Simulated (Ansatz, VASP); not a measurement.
## SiO2 in VASP and in Ansatz

Contents of INCAR:

```
PREC = Accurate
ENCUT = 520
EDIFF = 1E-6
ISMEAR = -1
SIGMA = 0.05
LREAL = F
LASPH = T
NELM = 100
ALGO = Normal
ISIF = 2
LWAVE = F
LCHARG = T
GGA = PE
LELF = T
LVHAR = T
NBANDS = 34
```

The input KPOINTS:

```
Automatic mesh
0
Gamma
  6 6 5
```

POSCAR

```
SiO2
1.0
    5.0610887587      0.0000000000      0.0000000000
   -2.5305443793      4.3830314358      0.0000000000
    0.0000000000      0.0000000000      5.5405014100
Si O
3 6
Direct
    0.5000000000      0.0000000000      0.0000000000
    0.5000000000      0.5000000000      0.3333333333
    0.0000000000      0.5000000000      0.6666666667
    0.4172565700      0.2086282850      0.1666666667
    0.7913717150      0.2086282850      0.8333333333
    0.2086282850      0.4172565700      0.5000000000
    0.5827434300      0.7913717150      0.1666666667
    0.2086282850      0.7913717150      0.8333333333
    0.7913717150      0.5827434300      0.5000000000
```

File input.yaml:

```yaml
crystal:
  lattice:
    - [5.0610887587, 0.0, 0.0]
    - [-2.5305443793, 4.3830314358, 0.0]
    - [0.0, 0.0, 5.54050141]
  atoms:
    - { symbol: Si, position: [0.5, 0.0, 0.0] }
    - { symbol: Si, position: [0.5, 0.5, 0.3333333333] }
    - { symbol: Si, position: [0.0, 0.5, 0.6666666667] }
    - { symbol: O, position: [0.41725657, 0.208628285, 0.1666666667] }
    - { symbol: O, position: [0.791371715, 0.208628285, 0.8333333333] }
    - { symbol: O, position: [0.208628285, 0.41725657, 0.5] }
    - { symbol: O, position: [0.58274343, 0.791371715, 0.1666666667] }
    - { symbol: O, position: [0.208628285, 0.791371715, 0.8333333333] }
    - { symbol: O, position: [0.791371715, 0.58274343, 0.5] }
hamiltonian:
  xc: pbe
  pseudopotentials: { kind: paw }
kpoints:
  mp_grid: { grid: [6, 6, 5] }
scf:
  occupations: { method: fermi_dirac, width: 0.05 }
output:
  forces: true
  stress: true
  eigenvalues: true
```

Alike in both runs: task single point; functional PBE; k mesh 6 × 6 × 5; occupations fermi-dirac, width 0.05 eV; no spin polarisation.

|  | VASP | Ansatz |
| --- | --- | --- |
| version | VASP 6.6.1 | Ansatz 0.2.0 |
| potentials or method | VASP PAW PBE potentials, release 64 (Si, O) | Ansatz PAW |
| plane-wave cutoff (eV) | 520 | 420 |
| valence electrons in the cell | 48 | 48 |

Ansatz gave:

| Property | Result |
| --- | --- |
| gap on the k mesh at the Fermi level (eV) | 5.71 |
| least direct gap on the mesh (eV) | 5.91 |
| pressure (GPa) | 5.0 |
| traceless stress, the component that is largest in VASP (GPa) | -0.05 |
| rms of the force components (eV/Å) | 0.117 |

Task: Estimate VASP's values.

Result: gap on the k mesh at the Fermi level (eV): 5.71; least direct gap on the mesh (eV): 5.91; pressure (GPa): 5.1; traceless stress, the component that is largest in VASP (GPa): -0.02; rms of the force components (eV/Å): 0.112.

Atom by atom the forces differ by 0.006 eV/Å (rms over components).

Noted on Ansatz's run: odd divisions of the mesh miss points on the zone boundary, where band edges often lie, so the gap on the mesh can be too wide.
